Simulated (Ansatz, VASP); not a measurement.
Given: the input of a run of Ansatz 0.2.0 on BP.

File input.yaml:

```yaml
crystal:
  lattice:
    - [0.0, 2.269, 2.269]
    - [2.269, 0.0, 2.269]
    - [2.269, 2.269, 0.0]
  atoms:
    - { symbol: P, position: [0.75, 0.75, 0.75] }
    - { symbol: B, position: [0.0, 0.0, 0.0] }
kpoints:
  mp_grid: { grid: [10, 10, 10] }
scf:
  occupations: { method: gaussian, width: 0.024 }
hamiltonian:
  xc: pbe
  pseudopotentials: { kind: all_electron, lapw: { basis_error: 0.001 } }
output:
  forces: true
  stress: true
  eigenvalues: true
```

Potentials or basis: all-electron LAPW, scalar-relativistic.

Command:

```sh
$ ansatz run input.yaml --threads 1 --pin off --max-ram 3072MiB --backend cpu --events-out ev --progress --plain --runs-dir out
```

Task: Translate it to VASP 6.6.1. Potentials there: VASP PAW PBE potentials, release 64 (P, B).

Result: As run (the cutoff follows the program's own potentials):

The input INCAR:

```
PREC     = Accurate       # precision mode
ENCUT    = 520            # plane-wave cutoff, eV
EDIFF    = 1E-6           # SCF threshold, eV
ISMEAR   = 0              # smearing method
SIGMA    = 0.024          # smearing width, eV
LREAL    = False          # projectors in reciprocal space
LASPH    = True           # aspherical terms in the spheres
NELM     = 80             # most SCF steps
ALGO     = Normal         # electronic algorithm
ISIF     = 2              # what is computed and relaxed
LWAVE    = False          # write WAVECAR
LCHARG   = False          # write CHGCAR
GGA      = PE             # functional
NBANDS   = 11             # bands
```

File KPOINTS:

```
regular mesh
0
Gamma
  10 10 10
```

POSCAR

```
BP
1.0
    0.0000000000      2.2690000000      2.2690000000
    2.2690000000      0.0000000000      2.2690000000
    2.2690000000      2.2690000000      0.0000000000
P B
1 1
Direct
    0.7500000000      0.7500000000      0.7500000000
    0.0000000000      0.0000000000      0.0000000000
```

Potentials or basis: VASP PAW PBE potentials, release 64 (P, B).

Command:

```console
$ cat potpaw_PBE.64/P/POTCAR potpaw_PBE.64/B/POTCAR > POTCAR
$ mpirun -np 1 vasp_std > vasp.out
```

Both were run:

|  | VASP | Ansatz | Ansatz less VASP |
| --- | --- | --- | --- |
| gap on the k mesh at the Fermi level (eV) | 1.24 | 1.25 | +0.007 |
| least direct gap on the mesh (eV) | 3.40 | 3.41 | +0.006 |
| pressure (GPa) | 0.9 | 1.1 | +0.20 |

Ansatz ran all-electron here, and VASP with PAW potentials.
